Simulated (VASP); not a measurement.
# Si (P6/mmm) in VASP: notebook

The runs below take Si through single point, with r2SCAN.

Program: VASP 6.6.1. These are calculated values, not measurements. Logs are shortened: lines on timing, memory, paths and dates and some standing lists are left out, and cuts for length are marked.

**1. The cell of the first run**

Symmetry: P6/mmm, No. 191, hexagonal system. The conventional cell has a = 2.572 Å, b = 2.572 Å, c = 2.450 Å, α = 90.00°, β = 90.00°, γ = 120.00°. Within 3.2 Å of Si (site symmetry 6/mmm) lie 8 Si at 2.45 to 2.57 Å.

This isn't the form of Si at room conditions, which is diamond.

**2. Single point, r2SCAN (14.03 Å³/atom)**

POSCAR reads:

```
Si
1.0
    2.5718268179      0.0000000000      0.0000000000
   -1.2859134089      2.2272673585      0.0000000000
    0.0000000000      0.0000000000      2.4495557933
Si
1
Direct
    0.0000000000      0.0000000000      0.0000000000
```

INCAR.step1 reads:

```
SYSTEM = Si
PREC = Accurate ; ENCUT = 520
ISMEAR = 0 ; SIGMA = 0.1
LREAL = .FALSE. ; LASPH = .TRUE.
NELM = 60 ; NBANDS = 8
GGA = PE ; ALGO = Normal
EDIFF = 1E-4 ; LWAVE = .TRUE.
LCHARG = .FALSE.
```

INCAR.step2 reads:

```
SYSTEM = Si
PREC = Accurate ; ENCUT = 520
EDIFF = 1E-6 ; ISMEAR = 0
SIGMA = 0.1 ; LREAL = .FALSE.
LASPH = .TRUE. ; NELM = 60
ALGO = Normal ; ISIF = 2
LWAVE = .FALSE. ; LCHARG = .FALSE.
METAGGA = R2SCAN ; LMIXTAU = .TRUE.
NBANDS = 8 ; ISTART = 1
```

KPOINTS reads:

```
regular mesh
0
G
  18 18 16
  0 0 0
```

Potentials or basis: VASP PAW PBE potentials, release 64 (Si).

Command:

```
$ cat potpaw_PBE.64/Si/POTCAR > POTCAR
$ cp INCAR.step1 INCAR
$ mpirun -np 1 vasp_std > vasp.out
$ cp INCAR.step2 INCAR
$ mpirun -np 1 vasp_std > vasp.out
```

OUTCAR:

```text
SYSTEM = Si
   PREC = Accurate
   ENCUT = 520
   EDIFF = 1E-6
   ISMEAR = 0
   LREAL = .FALSE.
   LASPH = .TRUE.
   NELM = 60
   ISIF = 2
   METAGGA = R2SCAN
   ISTART = 1

 ion  position               nearest neighbor table
   1  0.000  0.000  0.000-

  LATTYP: Found a hexagonal cell.
 ALAT       =     2.5718268179
 C/A-ratio  =     0.9524575202

  Lattice vectors:

 A1 = (   2.5718268179,   0.0000000000,   0.0000000000)
 A2 = (  -1.2859134089,   2.2272673585,   0.0000000000)
 A3 = (   0.0000000000,   0.0000000000,   2.4495557933)

Analysis of symmetry for initial positions (statically):
=====================================================================
 Subroutine PRICEL returns:
 Original cell was already a primitive cell.

 Routine SETGRP: Setting up the symmetry group for a
 hexagonal supercell.

 Subroutine GETGRP returns: Found 24 space group operations
 (whereof 24 operations were pure point group operations)
 out of a pool of 24 trial point group operations.

The static configuration has the point symmetry D_6h.

Analysis of symmetry for dynamics (positions and initial velocities):
=====================================================================
 Subroutine PRICEL returns:
 Original cell was already a primitive cell.

 Routine SETGRP: Setting up the symmetry group for a
 hexagonal supercell.

 Subroutine GETGRP returns: Found 24 space group operations
 (whereof 24 operations were pure point group operations)
 out of a pool of 24 trial point group operations.

The dynamic configuration has the point symmetry D_6h.

 Subroutine INISYM returns: Found 24 space group operations
 (whereof 24 operations are pure point group operations),
 and found     1 'primitive' translations

----------------------------------------------------------------------------------------

                                     Primitive cell

  volume of cell :      14.0314

  direct lattice vectors                    reciprocal lattice vectors
     2.571826818  0.000000000  0.000000000     0.388828670  0.224490337  0.000000000
    -1.285913409  2.227267358  0.000000000     0.000000000  0.448980674  0.000000000
     0.000000000  0.000000000  2.449555793     0.000000000  0.000000000  0.408237282

  length of vectors
     2.571826818  2.571826818  2.449555793     0.448980674  0.448980674  0.408237282

  position of ions in fractional coordinates (direct lattice)
     0.000000000  0.000000000  0.000000000
[... 72 lines left out ...]
   LSORBIT =      F    spin-orbit coupling
   LASPH  =      T    aspherical Exc in radial PAW
   ENCUT  =  520.0 eV  38.22 Ry    6.18 a.u.   4.78  4.78  4.55*2*pi/ulx,y,z
   NELM   =     60;   NELMIN=  2; NELMDL=  0     # of ELM steps
   EDIFF  = 0.1E-05   stopping-criterion for ELM
   LREAL  =      F    real-space projection
   EDIFFG = 0.1E-04   stopping-criterion for IOM
   NSW    =      0    number of steps for IOM
   IBRION =     -1    ionic relax: 0-MD 1-quasi-New 2-CG
   NFREE  =      0    steps in history (QN), initial steepest desc. (CG)
   ISIF   =      2    stress and relaxation
   ISYM   =      2    0-nonsym 1-usesym 2-fastsym
   POTIM  = 0.5000    time-step for ionic-motion
   TEBEG  =    0.0;   TEEND  =   0.0 temperature during run
   PSTRESS=    0.0 pullay stress
   NELECT =       4.0000    total number of electrons
   NUPDOWN=      -1.0000    fix difference up-down
   EMIN   =  10.00;   EMAX   =-10.00  energy-range for DOS
   EFERMI =   0.00;   METHOD = LEGACY
   ISMEAR =     0;   SIGMA  =   0.10  broadening in eV -4-tet -1-fermi 0-gaus
   EFERMI_NEDOS =   21; number of points for ismear=-14 and -15
   IALGO  =     38    algorithm
   IMIX   =      4    mixing-type and parameters
     AMIX     =   0.40;   BMIX     =  1.00
     AMIX_MAG =   1.60;   BMIX_MAG =  1.00
  volume/ion in A,a.u.               =      14.03        94.69
  Fermi-wavevector in a.u.,A,eV,Ry     =   1.077443  2.036072 15.794782  1.160884
  Thomas-Fermi vector in A             =   2.213355
   LORBIT       =      0    0 simple, 1 ext, 2 COOP (PROOUT), +10 PAW based schemes
   METAGGA = R2SCAN    functional components
   LHFCALC =     F    Hartree Fock is set to
   AEXX    =    0.0000 exact exchange contribution
   IVDW    =     0    specifies the selected vdW correction
   LEPSILON=     F    determine dielectric tensor
   LRPA    =     F    only Hartree local field effects (RPA)
 non-spin polarized calculation
 Gauss-broadening in eV      SIGMA  =   0.10
  energy-cutoff  :      520.00
  volume of cell :       14.03
 maximum number of plane-waves:       399
 NGX is ok and might be reduce to    20
   NGX =  9   NGY =  9   NGZ =  9

 number of electron       4.0000000 magnetization

 Free energy of the ion-electron system (eV)
  ---------------------------------------------------
  ext. energy  EPLUGINS =         0.00000000
  ---------------------------------------------------
  free energy    TOTEN  =        -8.30777869 eV

  energy without entropy =       -8.30599878  energy(sigma->0) =       -8.30688874

 E-fermi :  10.3224     XC(G=0): -11.8635

 val. band max:       10.2921228785   @ k =   0.2222   0.1667   0.2500
 cond. band min:      10.3288411438   @ k =   0.2222   0.1667   0.1875
 fundamental gap:      0.0367182653
 Fermi energy:        10.3224240696

 k-point     1 :       0.0000    0.0000    0.0000
  band No.  band energies     occupation
      1      -5.0506      2.00000
      2      18.0807      0.00000
      3      18.6521      0.00000
      4      22.1499      0.00000
      5      22.1499      0.00000
      6      23.6369      0.00000
      7      23.6369      0.00000
      8      29.4790      0.00000
[... 243 lines left out ...]
 k-point    24 :       0.3889    0.1111    0.0000
  band No.  band energies     occupation
      1       1.2229      2.00000
      2       4.5524      2.00000
      3      12.5049      0.00000
      4      21.2850      0.00000
      5      23.8517      0.00000
      6      27.2859      0.00000
      7      28.6040      0.00000
      8      31.9658      0.00000

 [... further k-points ...]
[... 5 lines left out ...]
  --------------------------------------------------------------------------------------
  -------------------------------------------------------------------------------------
  Total        0.6933140      0.6933140      0.6826732      0.0000000     -0.0000000      0.0000000
  in kB       79.1660781     79.1660781     77.9510591      0.0000000     -0.0000000      0.0000000
  external PRESSURE =      78.7610718 kB  Pullay stress =       0.0000000 kB

 VOLUME and BASIS-vectors are now :
 -----------------------------------------------------------------------------
  energy-cutoff  :      520.00
  volume of cell :       14.03
      direct lattice vectors                 reciprocal lattice vectors
     2.571826818  0.000000000  0.000000000     0.388828670  0.224490337  0.000000000
    -1.285913409  2.227267358  0.000000000     0.000000000  0.448980674  0.000000000
     0.000000000  0.000000000  2.449555793     0.000000000  0.000000000  0.408237282

 POSITION                                       TOTAL-FORCE (eV/Angst)
 -----------------------------------------------------------------------------------
      0.00000      0.00000      0.00000        -0.000000      0.000000      0.000000
 -----------------------------------------------------------------------------------
    total drift:                               -0.000000     -0.000000     -0.000000

  FREE ENERGIE OF THE ION-ELECTRON SYSTEM (eV)
  ---------------------------------------------------
  free  energy   TOTEN  =        -8.3077786947 eV

  energy  without entropy=       -8.3059987764  energy(sigma->0) =       -8.30688874
```

OUTCAR.step1:

```text
SYSTEM = Si
   PREC = Accurate
   ENCUT = 520
   ISMEAR = 0
   LREAL = .FALSE.
   LASPH = .TRUE.
   NELM = 60
[... 482 lines left out ...]
 -----------------------------------------------------------------------------------
      0.00000      0.00000      0.00000         0.000000      0.000000      0.000000
 -----------------------------------------------------------------------------------
    total drift:                                0.000000      0.000000      0.000000

  FREE ENERGIE OF THE ION-ELECTRON SYSTEM (eV)
  ---------------------------------------------------
  free  energy   TOTEN  =        -5.0887982536 eV

  energy  without entropy=       -5.0868105221  energy(sigma->0) =       -5.08780439
```

Run time: 65 s. Hardware: 1 thread of AMD EPYC 9R45 (Zen 5), shared host; peak memory 0.11 GiB.

What came out:

```
Free energy            : -8.3078 eV
Pressure               : 7.9 GPa
Band gap on the k mesh : zero (bands 2 and 3 overlap by 12.84 eV)
```

Stress tensor (GPa, compression positive):
```
7.92 0.00 0.00
0.00 7.92 0.00
0.00 0.00 7.80
```

Levels at points of the mesh, in eV from the Fermi level:
```
           k point  band 1  band 2  band 3  band 4  band 5  band 6  band 7
(0.00, 0.00, 0.00)  -15.37    7.76    8.33   11.83   11.83   13.31   13.31
(0.50, 0.00, 0.00)   -8.05   -7.54    5.87    6.98   14.03   15.87   18.84
(0.00, 0.00, 0.50)  -10.14   -7.96   15.94   15.94   16.18   16.18   17.98
(0.50, 0.00, 0.50)   -3.48   -2.32   -1.80    1.50    9.91   13.45   13.72
```

Caveat: the cell stands under pressure; the PAW data sets were made with another functional, which shifts forces and pressure a little.

**3. Single point, r2SCAN (14.48 Å³/atom)**

This run uses another cell than the first one, of 14.48 Å³/atom.

POSCAR reads:

```
Si
1.0
    2.6003795850      0.0000000000      0.0000000000
   -1.3001897925      2.2519947801      0.0000000000
    0.0000000000      0.0000000000      2.4725276791
Si
1
Direct
    0.0000000000      0.0000000000      0.0000000000
```

INCAR.step1 reads:

```
SYSTEM = Si
PREC = Accurate ; ENCUT = 520
ISMEAR = 0 ; SIGMA = 0.1
LREAL = .False. ; LASPH = .True.
NELM = 60 ; NBANDS = 8
GGA = PE ; ALGO = Normal
EDIFF = 1E-4 ; LWAVE = .True.
LCHARG = .False.
```

INCAR.step2 reads:

```
SYSTEM = Si
PREC = Accurate ; ENCUT = 520
EDIFF = 1E-6 ; ISMEAR = 0
SIGMA = 0.1 ; LREAL = .False.
LASPH = .True. ; NELM = 60
ALGO = Normal ; ISIF = 2
LWAVE = .False. ; LCHARG = .False.
METAGGA = R2SCAN ; LMIXTAU = .True.
NBANDS = 8 ; ISTART = 1
```

KPOINTS reads:

```
regular mesh
0
Gamma
  18 18 16
  0 0 0
```

Potentials or basis: VASP PAW PBE potentials, release 64 (Si).

Command:

```
$ cat potpaw_PBE.64/Si/POTCAR > POTCAR
$ cp INCAR.step1 INCAR
$ mpirun -np 1 vasp_std > vasp.out
$ cp INCAR.step2 INCAR
$ mpirun -np 1 vasp_std > vasp.out
```

Wall time 65 s (1 thread of AMD EPYC 9R45 (Zen 5), shared host); peak memory 0.11 GiB.

It converged, with:

| Item | Value |
| --- | --- |
| Free energy | -8.3236 eV |
| Pressure | 3.6 GPa |
| Band gap on the k mesh | zero (bands 2 and 3 overlap by 12.68 eV) |

Stress tensor (GPa, compression positive):
```
3.59 0.00 0.00
0.00 3.59 0.00
0.00 0.00 3.47
```

Levels at points of the mesh, in eV from the Fermi level:
```csv
k point,band 1,band 2,band 3,band 4,band 5,band 6,band 7
"(0.00, 0.00, 0.00)",-15.07,7.76,8.16,11.41,11.41,13.16,13.16
"(0.50, 0.00, 0.00)",-7.97,-7.32,5.68,6.94,13.62,15.73,18.41
"(0.00, 0.00, 0.50)",-9.99,-7.72,15.36,15.36,15.97,15.97,17.69
"(0.50, 0.00, 0.50)",-3.38,-2.27,-1.90,1.66,9.58,13.29,13.37
```

Caveat: the cell stands under pressure; the PAW data sets were made with another functional, which shifts forces and pressure a little.

**4. Single point, r2SCAN**

This run uses another cell than the first one, of 14.93 Å³/atom.

POSCAR reads:

```
Si
1.0
    2.6290008685      0.0000000000      0.0000000000
   -1.3145004343      2.2767815387      0.0000000000
    0.0000000000      0.0000000000      2.4937991026
Si
1
Direct
    0.0000000000      0.0000000000      0.0000000000
```

INCAR.step1 reads:

```
ALGO     = Normal         # electronic algorithm
EDIFF    = 1E-4           # SCF threshold, eV
ENCUT    = 520            # plane-wave cutoff, eV
GGA      = PE             # functional
ISMEAR   = 0              # smearing method
LASPH    = True           # aspherical terms in the spheres
LCHARG   = False          # write CHGCAR
LREAL    = False          # projectors in reciprocal space
LWAVE    = True           # write WAVECAR
NBANDS   = 8              # bands
NELM     = 60             # most SCF steps
PREC     = Accurate       # precision mode
SIGMA    = 0.1            # smearing width, eV
```

INCAR.step2 reads:

```
ALGO     = Normal         # electronic algorithm
EDIFF    = 1E-7           # SCF threshold, eV
ENCUT    = 520            # plane-wave cutoff, eV
ISIF     = 2              # what is computed and relaxed
ISMEAR   = 0              # smearing method
ISTART   = 1            
LASPH    = True           # aspherical terms in the spheres
LCHARG   = False          # write CHGCAR
LMIXTAU  = True         
LREAL    = False          # projectors in reciprocal space
LWAVE    = False          # write WAVECAR
METAGGA  = R2SCAN         # meta-GGA
NBANDS   = 8              # bands
NELM     = 60             # most SCF steps
PREC     = Accurate       # precision mode
SIGMA    = 0.1            # smearing width, eV
```

KPOINTS reads:

```
k-points
0
Gamma
  18 18 16
```

Command:

```
$ cat potpaw_PBE.64/Si/POTCAR > POTCAR
$ cp INCAR.step1 INCAR
$ mpirun -np 1 vasp_std > vasp.out
$ cp INCAR.step2 INCAR
$ mpirun -np 1 vasp_std > vasp.out
```

It took 73 s on 1 thread of AMD EPYC 9R45 (Zen 5), shared host; peak memory 0.11 GiB.

Results (log left out):

```yaml
Free_energy: -8.3283 eV
Pressure: -0.1 GPa
Band_gap_on_the_k_mesh: zero (bands 2 and 3 overlap by 12.53 eV)
```

Levels at points of the mesh, in eV from the Fermi level:
| k point | band 1 | band 2 | band 3 | band 4 | band 5 | band 6 | band 7 |
| --- | --- | --- | --- | --- | --- | --- | --- |
| (0.00, 0.00, 0.00) | -14.78 | 7.76 | 8.03 | 11.01 | 11.01 | 13.01 | 13.01 |
| (0.50, 0.00, 0.00) | -7.91 | -7.12 | 5.49 | 6.90 | 13.25 | 15.62 | 18.01 |
| (0.00, 0.00, 0.50) | -9.83 | -7.49 | 14.81 | 14.81 | 15.77 | 15.77 | 17.41 |
| (0.50, 0.00, 0.50) | -3.28 | -2.23 | -1.99 | 1.80 | 9.27 | 13.05 | 13.13 |

Caveat: the PAW data sets were made with another functional, which shifts forces and pressure a little.

**5. The runs side by side**

```tsv
cell	gap on the mesh (eV)	pressure (GPa)
a = 2.572, b = 2.572, c = 2.450 Å, angles 90.0, 90.0, 120.0°, 1 atom	none	7.9
a = 2.600, b = 2.600, c = 2.473 Å, angles 90.0, 90.0, 120.0°, 1 atom	none	3.6
a = 2.629, b = 2.629, c = 2.494 Å, angles 90.0, 90.0, 120.0°, 1 atom	none	-0.1
```

Alike in all rows: task single point; level r2SCAN; potentials or basis VASP PAW PBE potentials, release 64 (Si); no spin polarisation; k mesh 18 × 18 × 16; cutoff (eV) 520; smearing gaussian 0.1 eV.

Caveats: the PAW data sets were made with another functional, which shifts forces and pressure a little; the cell stands under pressure (at least some runs).

Absolute energies hang on the potentials; compare differences alone.

The gap in the log of VASP goes by the Fermi energy; the results here count the filled bands.